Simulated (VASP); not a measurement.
Here is a VASP 6.6.1 calculation.

INCAR

```
PREC = Accurate ; ENCUT = 600
EDIFF = 1E-6 ; ISMEAR = 0
SIGMA = 0.1 ; LREAL = F
LASPH = T ; NELM = 80
ALGO = Fast ; ISIF = 3
LWAVE = F ; LCHARG = F
GGA = PE ; IBRION = 2
NSW = 100 ; EDIFFG = -0.01
```

File KPOINTS:

```
Automatic mesh
0
Gamma
  18 18 18
```

Contents of POSCAR:

```
W
1.0
    1.5035646668      0.8680834651      2.1120511611
   -1.5035646668      0.8680834651      2.1120511611
    0.0000000000     -1.7361669303      2.1120511611
W
1
Direct
    0.5000000000      0.5000000000      0.5000000000
```

Potentials or basis: VASP PAW PBE potentials, release 64 (W_sv).

Run with:

```bash
$ cat potpaw_PBE.64/W_sv/POTCAR > POTCAR
$ mpirun -np 1 vasp_std > vasp.out
```

Q: Predict the band gap on the k mesh.

A: Zero (bands 7 and 8 overlap by 3.70 eV).

Q: Predict the relaxed volume.

A: 16.59 Å³/atom.

Q: What does it give for the relaxed cell?

A: a = 2.747 Å, b = 2.747 Å, c = 2.747 Å, α = 66.13°, β = 66.13°, γ = 66.13°.

Q: Predict the space group after relaxing (to 0.1 Å).

A: R-3m (No. 166).

The path:
```tsv
step	energy change (eV)	largest force (eV/Å)	pressure (GPa)	volume (Å³)
1	0.0000	0.0000	1.32	16.54
2	0.0024	0.0000	-4.53	16.87
3	-0.0009	0.0000	-0.76	16.65
4	-0.0014	0.0000	0.20	16.58
5	-0.0015	0.0000	-0.11	16.60
6	-0.0015	0.0000	-0.06	16.60
7	-0.0015	0.0000	0.16	16.59
8	-0.0015	0.0000	0.08	16.59
```

Caveat: spin-orbit coupling is left out, which moves the levels of the heavy elements.
